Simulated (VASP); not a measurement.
Write the native input for VASP 6.6.1 that does the following.

- Task: relaxation of cell and atoms
- Functional: PBE
- Potentials or basis: VASP PAW PBE potentials, release 64 (Cu)
- Cutoff: 600 eV
- k mesh: 20 × 20 × 20
- Occupations: gaussian, width 0.1 eV
- Spin: no spin polarisation
- Target pressure: 21.1 GPa
- Dipole correction: no
- Further INCAR settings: ALGO = Normal; EDIFF = 1e-07; IBRION = 2; EDIFFG = -0.002; NSW = 100; ISIF = 3

The structure of Cu lies in POSCAR:

```
Cu
1.0
    0.0000000000      1.8075000000      1.8075000000
    1.8075000000      0.0000000000      1.8075000000
    1.8075000000      1.8075000000      0.0000000000
Cu
1
Direct
    0.0000000000      0.0000000000      0.0000000000
```

The input as run:

INCAR

```
  ALGO = Normal
  EDIFF = 1E-7
  EDIFFG = -0.002
  ENCUT = 600
  GGA = PE
  IBRION = 2
  ISIF = 3
  ISMEAR = 0
  LASPH = True
  LCHARG = False
  LREAL = False
  LWAVE = False
  NELM = 60
  NSW = 100
  PREC = Accurate
  PSTRESS = 211.0
  SIGMA = 0.1
```

KPOINTS

```
k-points
0
Gamma
  20 20 20
```

Potentials or basis: VASP PAW PBE potentials, release 64 (Cu).

Run with:

```bash
$ cat potpaw_PBE.64/Cu/POTCAR > POTCAR
$ mpirun -np 1 vasp_std > vasp.out
```

It gave:

```
Relaxed volume                                         : 10.71 Å³/atom
Relaxed cell                                           : a = 2.474 Å, b = 2.474 Å, c = 2.474 Å, α = 60.00°, β = 60.00°, γ = 60.00°
Space group after relaxing (to 0.05 Å)                 : Fm-3m (No. 225)
Energy change on relaxing (the enthalpy is what falls) : +74.8 meV/atom
Ionic steps                                            : 4
Pressure after relaxing                                : 21.1 GPa
```

Caveat: the cell is relaxed towards a set pressure, so the enthalpy falls and the energy may rise.

Run time: 41 s on 1 thread of Intel(R) Xeon(R) 6975P-C (Granite Rapids) (shared host), peak memory 0.16 GiB.
